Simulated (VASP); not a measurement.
Write the native input for VASP 6.6.1 that does the following.

* Task: single point
* Functional: PBEsol
* Potentials or basis: VASP PAW PBE potentials, release 64 (P)
* Cutoff: 520 eV
* k mesh: 6 × 1 × 4
* Occupations: gaussian, width 0.1 eV
* Spin: no spin polarisation
* Dipole correction: no
* Further INCAR settings: ALGO = Normal; EDIFF = 1e-06; NBANDS = 18

The structure of P lies in POSCAR:

```
P
1.0
    3.2837277200      0.0000000000      0.0000000000
    0.0000000000     34.8570309900      0.0000000000
    0.0000000000      0.0000000000      4.6320847100
P
4
Direct
    0.0000000000      0.9702614300      0.5921507200
    0.0000000000      0.0297385700      0.4078492800
    0.5000000000      0.0297385700      0.0921507200
    0.5000000000      0.9702614300      0.9078492800
```

These files were run (other wordings do the same):

INCAR

```
SYSTEM = P
PREC = Accurate
ENCUT = 520
EDIFF = 1E-6
ISMEAR = 0
SIGMA = 0.1
LREAL = .FALSE.
LASPH = .TRUE.
NELM = 100
ALGO = Normal
ISIF = 2
LWAVE = .FALSE.
LCHARG = .TRUE.
GGA = PS
LELF = .TRUE.
LVHAR = .TRUE.
NBANDS = 18
```

KPOINTS

```
Automatic mesh
0
G
  6 1 4
  0 0 0
```

Potentials or basis: VASP PAW PBE potentials, release 64 (P).

Launch:

```console
$ cat potpaw_PBE.64/P/POTCAR > POTCAR
$ mpirun -np 1 vasp_std > vasp.out
```

Results of the run:

The largest force is 0.273 eV/Å. The band gap on the k mesh is 0.89 eV, direct.

Caveat: the PAW data sets were made with another functional, which shifts forces and pressure a little.

Wall time 3.3 min on 1 thread of Intel(R) Xeon(R) Platinum 8259CL CPU @ 2.50GHz (Skylake/Cascade Lake), on a shared host, peak memory 0.53 GiB.
